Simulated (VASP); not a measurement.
# Ge (I4_1/amd) in VASP: further runs

Runs on Ge. Level: r2SCAN. Tasks: single point.

All numbers are computed with VASP 6.6.1; they aren't measurements. Logs are shortened: lines on timing, memory, paths and dates and some standing lists are left out, and cuts for length are marked.

**1. The cell of the first run**

The structure is tetragonal, space group I4_1/amd (No. 141). The conventional cell has a = 3.953 Å, b = 3.953 Å, c = 6.015 Å, α = 90.00°, β = 90.00°, γ = 90.00°. Within 3.3 Å of Ge (site symmetry -4m2) lie 4 Ge at 2.48 Å.

**2. Single point, r2SCAN (uniaxial strain along c: +6.0 %)**

POSCAR reads:

```
Ge
1.0
    2.7948657008      2.7948657008      0.0000000000
   -2.7948657008      2.7948657008      0.0000000000
    0.0000000000      0.0000000000      6.0153454677
Ge
4
Direct
    0.5000000000      0.5000000000      0.5000000000
    0.5000000000      0.0000000000      0.2500000000
    0.0000000000      0.0000000000      0.0000000000
    0.0000000000      0.5000000000      0.7500000000
```

INCAR.step1 reads:

```
SYSTEM = Ge
PREC = Accurate ; ENCUT = 520
ISMEAR = 0 ; SIGMA = 0.02
LREAL = .FALSE. ; LASPH = .TRUE.
NELM = 80 ; NBANDS = 36
GGA = PE ; ALGO = Normal
EDIFF = 1E-4 ; LWAVE = .TRUE.
LCHARG = .FALSE.
```

INCAR.step2 reads:

```
SYSTEM = Ge
PREC = Accurate ; ENCUT = 520
EDIFF = 1E-7 ; ISMEAR = 0
SIGMA = 0.02 ; LREAL = .FALSE.
LASPH = .TRUE. ; NELM = 80
ALGO = Normal ; ISIF = 2
LWAVE = .FALSE. ; LCHARG = .FALSE.
METAGGA = R2SCAN ; LMIXTAU = .TRUE.
NBANDS = 36 ; ISTART = 1
```

KPOINTS reads:

```
regular mesh
0
G
  10 10 6
  0 0 0
```

Potentials or basis: VASP PAW PBE potentials, release 64 (Ge_d).

Command:

```bash
$ cat potpaw_PBE.64/Ge_d/POTCAR > POTCAR
$ cp INCAR.step1 INCAR
$ mpirun -np 1 vasp_std > vasp.out
$ cp INCAR.step2 INCAR
$ mpirun -np 1 vasp_std > vasp.out
```

OUTCAR:

```text
SYSTEM = Ge
   PREC = Accurate
   ENCUT = 520
   EDIFF = 1E-7
   ISMEAR = 0
   LREAL = .FALSE.
   LASPH = .TRUE.
   NELM = 80
   ISIF = 2
   METAGGA = R2SCAN
   ISTART = 1

 ion  position               nearest neighbor table
   1  0.500  0.500  0.500-   2 2.48   4 2.48   2 2.48   4 2.48
   2  0.500  0.000  0.250-   1 2.48   3 2.48   1 2.48   3 2.48
   3  0.000  0.000  0.000-   2 2.48   4 2.48   4 2.48   2 2.48
   4  0.000  0.500  0.750-   1 2.48   3 2.48   3 2.48   1 2.48

  LATTYP: Found a simple tetragonal cell.
 ALAT       =     3.9525369791
 C/A-ratio  =     1.5218947981

  Lattice vectors:

 A1 = (   2.7948657008,   2.7948657008,   0.0000000000)
 A2 = (  -2.7948657008,   2.7948657008,   0.0000000000)
 A3 = (   0.0000000000,   0.0000000000,   6.0153454677)

Analysis of symmetry for initial positions (statically):
=====================================================================
 Subroutine PRICEL returns following result:

  LATTYP: Found a body centered tetragonal cell.
 ALAT       =     3.9525369791
 C/A-ratio  =     1.5218947981

  Lattice vectors:

 A1 = (   2.7948657008,   0.0000000000,  -3.0076727338)
 A2 = (  -2.7948657008,   0.0000000000,  -3.0076727338)
 A3 = (   0.0000000000,   2.7948657008,   3.0076727338)

   2 primitive cells build up your supercell.

 Routine SETGRP: Setting up the symmetry group for a
 simple tetragonal supercell.

 Subroutine GETGRP returns: Found 16 space group operations
 (whereof  8 operations were pure point group operations)
 out of a pool of 16 trial point group operations.

The static configuration has the point symmetry D_2d.
 The point group associated with its full space group is D_4h.

Analysis of symmetry for dynamics (positions and initial velocities):
=====================================================================
 Subroutine PRICEL returns following result:

  LATTYP: Found a body centered tetragonal cell.
 ALAT       =     3.9525369791
 C/A-ratio  =     1.5218947981

  Lattice vectors:

 A1 = (   2.7948657008,   0.0000000000,  -3.0076727338)
 A2 = (  -2.7948657008,   0.0000000000,  -3.0076727338)
 A3 = (   0.0000000000,   2.7948657008,   3.0076727338)

   2 primitive cells build up your supercell.

 Routine SETGRP: Setting up the symmetry group for a
 simple tetragonal supercell.

 Subroutine GETGRP returns: Found 16 space group operations
 (whereof  8 operations were pure point group operations)
 out of a pool of 16 trial point group operations.

The dynamic configuration has the point symmetry D_2d.
 The point group associated with its full space group is D_4h.

 Subroutine INISYM returns: Found 16 space group operations
 (whereof  8 operations are pure point group operations),
 and found     2 'primitive' translations

----------------------------------------------------------------------------------------

                                     Primitive cell

  volume of cell :      46.9875

  direct lattice vectors                    reciprocal lattice vectors
     2.794865701  0.000000000 -3.007672734     0.178899473  0.178899473 -0.166241491
    -2.794865701  0.000000000 -3.007672734    -0.178899473  0.178899473 -0.166241491
     0.000000000  2.794865701  3.007672734     0.000000000  0.357798945  0.000000000

  length of vectors
     4.105772712  4.105772712  4.105772712     0.302731359  0.302731359  0.357798945

  position of ions in fractional coordinates (direct lattice)
     0.000000000  0.000000000  1.000000000
     0.250000000  0.750000000  0.500000000

  ion indices of the primitive-cell ions
   primitive index   ion index
                 1           1
                 2           2

----------------------------------------------------------------------------------------

 KPOINTS: regular mesh

Automatic generation of k-mesh.
 Grid dimensions read from file:
 generate k-points for:   10   10    6

 Generating k-lattice:

  Cartesian coordinates                     Fractional coordinates (reciprocal lattice)
     0.017889947  0.017889947  0.000000000     0.100000000  0.000000000  0.000000000
    -0.017889947  0.017889947  0.000000000     0.000000000  0.100000000  0.000000000
     0.000000000  0.000000000  0.027706915     0.000000000  0.000000000  0.166666667

  Length of vectors
     0.025300206  0.025300206  0.027706915

  Shift w.r.t. Gamma in fractional coordinates (k-lattice)
     0.000000000  0.000000000  0.000000000

 Subroutine IBZKPT returns following result:
 ===========================================

 Found     84 irreducible k-points:

 Following reciprocal coordinates:
            Coordinates               Weight
  0.000000  0.000000  0.000000      1.000000
  0.100000  0.000000  0.000000      4.000000
  0.200000  0.000000  0.000000      4.000000
  0.300000  0.000000  0.000000      4.000000
  0.400000  0.000000  0.000000      4.000000
  0.500000  0.000000  0.000000      2.000000
[... 16 lines left out ...]
  0.100000  0.000000  0.166667      8.000000
  0.200000  0.000000  0.166667      8.000000
 [... further k-points ...]
   k-points           NKPTS =     84   k-points in BZ     NKDIM =     84   number of bands    NBANDS=     36
   number of dos      NEDOS =    301   number of ions     NIONS =      4
   total plane-waves  NPLWV =  43200
   dimension x,y,z NGX =    30 NGY =   30 NGZ =   48
   dimension x,y,z NGXF=    60 NGYF=   60 NGZF=   96
   ions per type =               4
   NGX,Y,Z   is equivalent  to a cutoff of  12.62, 12.62, 13.27 a.u.
   NGXF,Y,Z  is equivalent  to a cutoff of  25.24, 25.24, 26.53 a.u.
 SYSTEM =  Ge
   PREC   = accura    normal or accurate (medium, high low for compatibility)
   ISTART =      1    job   : 0-new  1-cont  2-samecut
   ICHARG =      0    charge: 1-file 2-atom 10-const
   ISPIN  =      1    spin polarized calculation?
   LNONCOLLINEAR =      F non collinear calculations
   LSORBIT =      F    spin-orbit coupling
   LASPH  =      T    aspherical Exc in radial PAW
   ENCUT  =  520.0 eV  38.22 Ry    6.18 a.u.   7.35  7.35 11.18*2*pi/ulx,y,z
   NELM   =     80;   NELMIN=  2; NELMDL=  0     # of ELM steps
   EDIFF  = 0.1E-06   stopping-criterion for ELM
   LREAL  =      F    real-space projection
   EDIFFG = 0.1E-05   stopping-criterion for IOM
   NSW    =      0    number of steps for IOM
   IBRION =     -1    ionic relax: 0-MD 1-quasi-New 2-CG
   NFREE  =      0    steps in history (QN), initial steepest desc. (CG)
   ISIF   =      2    stress and relaxation
   ISYM   =      2    0-nonsym 1-usesym 2-fastsym
   POTIM  = 0.5000    time-step for ionic-motion
   TEBEG  =    0.0;   TEEND  =   0.0 temperature during run
   PSTRESS=    0.0 pullay stress
   NELECT =      56.0000    total number of electrons
   NUPDOWN=      -1.0000    fix difference up-down
   EMIN   =  10.00;   EMAX   =-10.00  energy-range for DOS
   EFERMI =   0.00;   METHOD = LEGACY
   ISMEAR =     0;   SIGMA  =   0.02  broadening in eV -4-tet -1-fermi 0-gaus
   EFERMI_NEDOS =   21; number of points for ismear=-14 and -15
   IALGO  =     38    algorithm
   IMIX   =      4    mixing-type and parameters
     AMIX     =   0.40;   BMIX     =  1.00
     AMIX_MAG =   1.60;   BMIX_MAG =  1.00
  volume/ion in A,a.u.               =      23.49       158.54
  Fermi-wavevector in a.u.,A,eV,Ry     =   1.377632  2.603348 25.822104  1.897871
  Thomas-Fermi vector in A             =   2.502768
   LORBIT       =      0    0 simple, 1 ext, 2 COOP (PROOUT), +10 PAW based schemes
   METAGGA = R2SCAN    functional components
   LHFCALC =     F    Hartree Fock is set to
   AEXX    =    0.0000 exact exchange contribution
   IVDW    =     0    specifies the selected vdW correction
   LEPSILON=     F    determine dielectric tensor
   LRPA    =     F    only Hartree local field effects (RPA)
 non-spin polarized calculation
 Gauss-broadening in eV      SIGMA  =   0.02
  energy-cutoff  :      520.00
  volume of cell :       93.98
 maximum number of plane-waves:      2583
 NGX is ok and might be reduce to    30
   NGX = 15   NGY = 15   NGZ = 23

 number of electron      55.9999994 magnetization

 Free energy of the ion-electron system (eV)
  ---------------------------------------------------
  ext. energy  EPLUGINS =         0.00000000
  ---------------------------------------------------
  free energy    TOTEN  =       -55.38382375 eV

  energy without entropy =      -55.38375016  energy(sigma->0) =      -55.38378696

 E-fermi :   4.6495     XC(G=0): -10.6317

 val. band max:        4.6147530563   @ k =   0.1000   0.0000   0.0000
 cond. band min:       4.6586912668   @ k =   0.0000   0.0000   0.0000
 fundamental gap:      0.0439382105
 Fermi energy:         4.6495085420

 k-point     1 :       0.0000    0.0000    0.0000
  band No.  band energies     occupation
      1     -21.0421      2.00000
      2     -21.0421      2.00000
      3     -21.0030      2.00000
      4     -21.0030      2.00000
      5     -20.9867      2.00000
      6     -20.9639      2.00000
[... 28 lines left out ...]
     35      11.4228      0.00000
     36      13.4503      0.00000

 k-point     2 :       0.1000    0.0000    0.0000
  band No.  band energies     occupation
      1     -21.0448      2.00000
      2     -21.0421      2.00000
      3     -21.0076      2.00000
      4     -21.0012      2.00000
      5     -20.9884      2.00000
      6     -20.9618      2.00000
[... 28 lines left out ...]
     35      11.8585      0.00000
     36      13.4835      0.00000

 k-point     3 :       0.2000    0.0000    0.0000
  band No.  band energies     occupation
      1     -21.0481      2.00000
      2     -21.0421      2.00000
      3     -21.0166      2.00000
      4     -20.9950      2.00000
      5     -20.9937      2.00000
      6     -20.9604      2.00000
[... 28 lines left out ...]
     35      12.3517      0.00000
     36      12.6711      0.00000

 k-point     4 :       0.3000    0.0000    0.0000
  band No.  band energies     occupation
      1     -21.0467      2.00000
      2     -21.0416      2.00000
      3     -21.0256      2.00000
      4     -21.0027      2.00000
      5     -20.9840      2.00000
      6     -20.9590      2.00000
[... 28 lines left out ...]
     35      11.2700      0.00000
     36      11.5161      0.00000

 k-point     5 :       0.4000    0.0000    0.0000
  band No.  band energies     occupation
      1     -21.0403      2.00000
      2     -21.0394      2.00000
      3     -21.0326      2.00000
      4     -21.0147      2.00000
      5     -20.9711      2.00000
      6     -20.9589      2.00000
[... 655 lines left out ...]
 k-point    22 :       0.0000    0.0000    0.1667
  band No.  band energies     occupation
      1     -21.0398      2.00000
      2     -21.0398      2.00000
      3     -21.0061      2.00000
      4     -21.0061      2.00000
      5     -20.9968      2.00000
      6     -20.9857      2.00000
[... 28 lines left out ...]
     35      11.9171      0.00000
     36      12.2123      0.00000

 k-point    23 :       0.1000    0.0000    0.1667
  band No.  band energies     occupation
      1     -21.0425      2.00000
      2     -21.0399      2.00000
      3     -21.0097      2.00000
      4     -21.0056      2.00000
      5     -20.9953      2.00000
      6     -20.9802      2.00000
[... 28 lines left out ...]
     35      12.2417      0.00000
     36      12.4467      0.00000

 k-point    24 :       0.2000    0.0000    0.1667
  band No.  band energies     occupation
      1     -21.0456      2.00000
      2     -21.0399      2.00000
      3     -21.0172      2.00000
      4     -21.0031      2.00000
      5     -20.9929      2.00000
      6     -20.9711      2.00000
[... 28 lines left out ...]
     35      11.1616      0.00000
     36      12.0630      0.00000

 [... further k-points ...]
[... 5 lines left out ...]
  --------------------------------------------------------------------------------------
  -------------------------------------------------------------------------------------
  Total        0.2531955      0.2531955     -3.5974076      0.0000000      0.0000000      0.0000000
  in kB        4.3167216      4.3167216    -61.3320911      0.0000000      0.0000000      0.0000000
  external PRESSURE =     -17.5662159 kB  Pullay stress =       0.0000000 kB

 VOLUME and BASIS-vectors are now :
 -----------------------------------------------------------------------------
  energy-cutoff  :      520.00
  volume of cell :       93.98
      direct lattice vectors                 reciprocal lattice vectors
     2.794865701  2.794865701  0.000000000     0.178899473  0.178899473  0.000000000
    -2.794865701  2.794865701  0.000000000    -0.178899473  0.178899473  0.000000000
     0.000000000  0.000000000  6.015345468     0.000000000  0.000000000  0.166241491

 POSITION                                       TOTAL-FORCE (eV/Angst)
 -----------------------------------------------------------------------------------
      0.00000      2.79487      3.00767         0.000000      0.000000      0.000000
      1.39743      1.39743      1.50384        -0.000000     -0.000000     -0.000000
      0.00000      0.00000      0.00000         0.000000      0.000000      0.000000
     -1.39743      1.39743      4.51151        -0.000000     -0.000000      0.000000
 -----------------------------------------------------------------------------------
    total drift:                               -0.000000      0.000000      0.000000

  FREE ENERGIE OF THE ION-ELECTRON SYSTEM (eV)
  ---------------------------------------------------
  free  energy   TOTEN  =       -55.3838237516 eV

  energy  without entropy=      -55.3837501621  energy(sigma->0) =      -55.38378696
```

Run time: 9.7 min. Hardware: 1 thread of Intel Xeon 6975P-C (Granite Rapids), shared host; peak memory 0.33 GiB.

What came out:

```
Free energy            : -55.3838 eV
Pressure               : -1.8 GPa
Band gap on the k mesh : zero (filled and empty bands touch)
```

Levels at points of the mesh, in eV from the Fermi level:
| k point | band 24 | band 25 | band 26 | band 27 | band 28 | band 29 | band 30 | band 31 | band 32 | band 33 |
| --- | --- | --- | --- | --- | --- | --- | --- | --- | --- | --- |
| (0.00, 0.00, 0.00) | -2.94 | -2.94 | -0.62 | -0.21 | 0.01 | 0.01 | 1.24 | 1.24 | 2.39 | 2.39 |
| (0.50, 0.00, 0.00) | -6.97 | -4.27 | -4.27 | -1.34 | -1.34 | 2.33 | 2.33 | 4.73 | 4.73 | 4.76 |
| (0.50, 0.50, 0.00) | -9.15 | -3.44 | -3.44 | -3.44 | -3.44 | 0.62 | 0.62 | 0.62 | 0.62 | 9.30 |
| (0.00, 0.00, 0.50) | -5.34 | -1.96 | -1.96 | -1.96 | -1.96 | 1.51 | 1.51 | 2.75 | 2.75 | 5.75 |
| (0.50, 0.00, 0.50) | -7.89 | -1.97 | -1.97 | -1.27 | -1.27 | 0.02 | 0.02 | 3.69 | 3.69 | 3.99 |
| (0.50, 0.50, 0.50) | -9.08 | -4.07 | -4.07 | -4.07 | -4.07 | 3.69 | 3.69 | 3.69 | 3.69 | 4.32 |

Caveat: the cell differs from its parent crystal (uniaxial strain along c: +6.0 %); the PAW data sets were made with another functional, which shifts forces and pressure a little.

[end of part 1 of 2]
